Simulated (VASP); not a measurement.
# Sb in VASP: single point with PBE+D3(BJ)

Aim: the single point of Sb with PBE+D3(BJ).

All numbers are computed with VASP 6.6.1; they aren't measurements. Logs are shortened: lines on timing, memory, paths and dates and some standing lists are left out, and cuts for length are marked.

### Step 1. The cell of the first run

The cell holds a sheet with vacuum, 2 atoms: a = 4.068 Å, b = 4.068 Å, c = 27.100 Å, α = 90.00°, β = 90.00°, γ = 120.00°.

### Step 2. Single point, PBE+D3(BJ)

INCAR

```
PREC = Accurate ; ENCUT = 400
EDIFF = 1E-6 ; ISMEAR = 0
SIGMA = 0.03 ; LREAL = F
LASPH = T ; NELM = 120
ALGO = Normal ; ISIF = 2
LWAVE = F ; LCHARG = F
LDIPOL = T ; IDIPOL = 3
DIPOL = 0.5 0.5 0.289 ; GGA = PE
IVDW = 12 ; NBANDS = 22
GGA_COMPAT = F ; NELMDL = -8
```

KPOINTS

```
regular mesh
0
Gamma
  12 12 1
```

POSCAR

```
Sb
1.0
    4.0684997068      0.0000000000      0.0000000000
   -2.0342498534      3.5234241013      0.0000000000
    0.0000000000      0.0000000000     27.1000000030
Sb
2
Direct
    0.3333333333      0.6666666667      0.2583030159
    0.6666666667      0.3333333333      0.3191877589
```

Potentials or basis: VASP PAW PBE potentials, release 64 (Sb_d_GW).

Started as:

```bash
$ cat potpaw_PBE.64/Sb_d_GW/POTCAR > POTCAR
$ mpirun -np 1 vasp_std > vasp.out
```

OUTCAR:

```text
PREC = Accurate
   ENCUT = 400
   EDIFF = 1E-6
   ISMEAR = 0
   LREAL = F
   LASPH = T
   NELM = 120
   ISIF = 2
   GGA = PE
   IVDW = 12
   NELMDL = -8
 IVDW          = 12

 ion  position               nearest neighbor table
   1  0.333  0.667  0.258-   2 2.87   2 2.87   2 2.87
   2  0.667  0.333  0.319-   1 2.87   1 2.87   1 2.87

  LATTYP: Found a hexagonal cell.
 ALAT       =     4.0684997068
 C/A-ratio  =     6.6609320280

  Lattice vectors:

 A1 = (   4.0684997068,   0.0000000000,   0.0000000000)
 A2 = (  -2.0342498534,   3.5234241013,   0.0000000000)
 A3 = (   0.0000000000,   0.0000000000,  27.1000000030)

Analysis of symmetry for initial positions (statically):
=====================================================================
 Subroutine PRICEL returns:
 Original cell was already a primitive cell.

 Routine SETGRP: Setting up the symmetry group for a
 hexagonal supercell.

 Subroutine GETGRP returns: Found 12 space group operations
 (whereof  6 operations were pure point group operations)
 out of a pool of 24 trial point group operations.

The static configuration has the point symmetry C_3v.
 The point group associated with its full space group is D_3d.

Analysis of symmetry for dynamics (positions and initial velocities):
=====================================================================
 Subroutine PRICEL returns:
 Original cell was already a primitive cell.

 Routine SETGRP: Setting up the symmetry group for a
 hexagonal supercell.

 Subroutine GETGRP returns: Found 12 space group operations
 (whereof  6 operations were pure point group operations)
 out of a pool of 24 trial point group operations.

The dynamic configuration has the point symmetry C_3v.
 The point group associated with its full space group is D_3d.

 Subroutine INISYM returns: Found 12 space group operations
 (whereof  6 operations are pure point group operations),
 and found     1 'primitive' translations

----------------------------------------------------------------------------------------

                                     Primitive cell

  volume of cell :     388.4799

  direct lattice vectors                    reciprocal lattice vectors
     4.068499707  0.000000000  0.000000000     0.245790850  0.141907413  0.000000000
    -2.034249853  3.523424101  0.000000000     0.000000000  0.283814827  0.000000000
[... 80 lines left out ...]
   LREAL  =      F    real-space projection
   EDIFFG = 0.1E-04   stopping-criterion for IOM
   NSW    =      0    number of steps for IOM
   IBRION =     -1    ionic relax: 0-MD 1-quasi-New 2-CG
   NFREE  =      0    steps in history (QN), initial steepest desc. (CG)
   ISIF   =      2    stress and relaxation
   ISYM   =      2    0-nonsym 1-usesym 2-fastsym
   POTIM  = 0.5000    time-step for ionic-motion
   TEBEG  =    0.0;   TEEND  =   0.0 temperature during run
   PSTRESS=    0.0 pullay stress
   NELECT =      30.0000    total number of electrons
   NUPDOWN=      -1.0000    fix difference up-down
   EMIN   =  10.00;   EMAX   =-10.00  energy-range for DOS
   EFERMI =   0.00;   METHOD = LEGACY
   ISMEAR =     0;   SIGMA  =   0.03  broadening in eV -4-tet -1-fermi 0-gaus
   EFERMI_NEDOS =   21; number of points for ismear=-14 and -15
   IALGO  =     38    algorithm
   IMIX   =      4    mixing-type and parameters
     AMIX     =   0.40;   BMIX     =  1.00
     AMIX_MAG =   1.60;   BMIX_MAG =  1.00
  volume/ion in A,a.u.               =     194.24      1310.80
  Fermi-wavevector in a.u.,A,eV,Ry     =   0.697149  1.317421  6.612663  0.486017
  Thomas-Fermi vector in A             =   1.780397
   LORBIT       =      0    0 simple, 1 ext, 2 COOP (PROOUT), +10 PAW based schemes
   GGA     = PE    functional components
   LHFCALC =     F    Hartree Fock is set to
   AEXX    =    0.0000 exact exchange contribution
   IVDW    =    12    specifies the selected vdW correction
   LEPSILON=     F    determine dielectric tensor
   LRPA    =     F    only Hartree local field effects (RPA)
 non-spin polarized calculation
 Gauss-broadening in eV      SIGMA  =   0.03
  energy-cutoff  :      400.00
  volume of cell :      388.48
 maximum number of plane-waves:      7125
 NGX is ok and might be reduce to    28
   NGX = 13   NGY = 13   NGZ = 89

 dipolmoment           0.000000      0.000000     -0.000001 electrons x Angstroem

 number of electron      29.9999964 magnetization

 dipolmoment           0.000000      0.000000      0.000000 electrons x Angstroem

 Free energy of the ion-electron system (eV)
  ---------------------------------------------------
  ext. energy  EPLUGINS =         0.00000000
  ---------------------------------------------------
  free energy    TOTEN  =        -8.14666253 eV

  energy without entropy =       -8.14666253  energy(sigma->0) =       -8.14666253

 E-fermi :  -3.0088     XC(G=0):  -2.0738

 val. band max:       -3.2294504842   @ k =   0.0000   0.0000   0.0000
 cond. band min:      -2.0469562422   @ k =   0.3333  -0.0000   0.0000
 fundamental gap:      1.1824942420
 Fermi energy:        -3.0088148055

 k-point     1 :       0.0000    0.0000    0.0000
  band No.  band energies     occupation
      1     -31.8990      2.00000
      2     -31.8990      2.00000
      3     -31.8231      2.00000
      4     -31.8231      2.00000
      5     -31.7787      2.00000
      6     -31.7113      2.00000
[... 464 lines left out ...]
     21       4.1223      0.00000
     22       4.6651      0.00000

------------------------ aborting loop because EDIFF is reached ----------------------------------------

 vacuum level on the upper side and lower side of the slab       (xc-potential included)        -0.009        -0.009

 Edisp (eV)   -0.47323

 E8    (eV) :    -0.2355

  FORCE on cell =-STRESS in cart. coord.  units (eV):
  Direction    XX          YY          ZZ          XY          YZ          ZX
  --------------------------------------------------------------------------------------
  -------------------------------------------------------------------------------------
  Total      -0.12775    -0.12775    -0.11351     0.00000    -0.00000     0.00000
  in kB      -0.52688    -0.52688    -0.46815     0.00000    -0.00000     0.00000
  external pressure =       -0.51 kB  Pullay stress =        0.00 kB

 VOLUME and BASIS-vectors are now :
 -----------------------------------------------------------------------------
  energy-cutoff  :      400.00
  volume of cell :      388.48
      direct lattice vectors                 reciprocal lattice vectors
     4.068499707  0.000000000  0.000000000     0.245790850  0.141907413  0.000000000
    -2.034249853  3.523424101  0.000000000     0.000000000  0.283814827  0.000000000
     0.000000000  0.000000000 27.100000003     0.000000000  0.000000000  0.036900369

 POSITION                                       TOTAL-FORCE (eV/Angst)
 -----------------------------------------------------------------------------------
     -0.00000      2.34895      7.00001        -0.000000     -0.000000     -0.003198
      2.03425      1.17447      8.64999         0.000000      0.000000      0.003198
 -----------------------------------------------------------------------------------
    total drift:                               -0.000000     -0.000000      0.000146

  FREE ENERGIE OF THE ION-ELECTRON SYSTEM (eV)
  ---------------------------------------------------
  free  energy   TOTEN  =        -8.6198946577 eV

  energy  without entropy=       -8.6198946577  energy(sigma->0) =       -8.61989466

 vacuum level on the upper side and lower side of the slab         1.462         1.462
```

OSZICAR:

```text
N       E                     dE             d eps       ncg     rms          rms(c)
DAV:   1     0.295059188879E+03    0.29506E+03   -0.11100E+04  1168   0.658E+03
DAV:   2     0.941049117600E+02   -0.20095E+03   -0.18746E+03  1400   0.149E+03
DAV:   3     0.574634398055E+01   -0.88359E+02   -0.87872E+02  1610   0.328E+02
[... 15 lines left out ...]
DAV:  19    -0.814665065186E+01   -0.16551E-04   -0.41774E-07   834   0.165E-02    0.373E-04
DAV:  20    -0.814665571481E+01   -0.50629E-05   -0.29606E-07   884   0.812E-03    0.194E-04
DAV:  21    -0.814666005532E+01   -0.43405E-05   -0.13927E-07   806   0.884E-03    0.198E-04
DAV:  22    -0.814666219099E+01   -0.21357E-05   -0.11049E-07   852   0.984E-03    0.903E-05
DAV:  23    -0.814666252630E+01   -0.33531E-06   -0.41134E-08   746   0.789E-03
   1 F= -.86198947E+01 E0= -.86198947E+01  d E =-.759618E-27
```

Wall time 7.3 min (1 thread of Intel Xeon Platinum 8375C at 2.90GHz (Ice Lake), shared host); peak memory 0.4 GiB.

Results:

- Free energy: -8.6199 eV
- Largest force: 0.003 eV/Å
- Band gap on the k mesh: 1.18 eV (least direct gap 1.66 eV)
- Dispersion energy per atom: -0.237 eV

Forces in eV/Å, atoms in the order of the input:
```
Sb   0.000  0.000 -0.003
Sb   0.000  0.000  0.003
```

Levels at points of the mesh, in eV from the valence-band top:
```csv
k point,band 12,band 13,band 14,band 15,band 16,band 17,band 18,band 19
"(0.00, 0.00, 0.00)",-6.48,-0.81,0.00,0.00,1.66,2.79,2.79,4.16
"(0.50, 0.00, 0.00)",-7.89,-3.13,-1.64,-1.62,1.59,2.29,3.50,4.96
```

Caveat: spin-orbit coupling is left out, which moves the levels of the heavy elements.
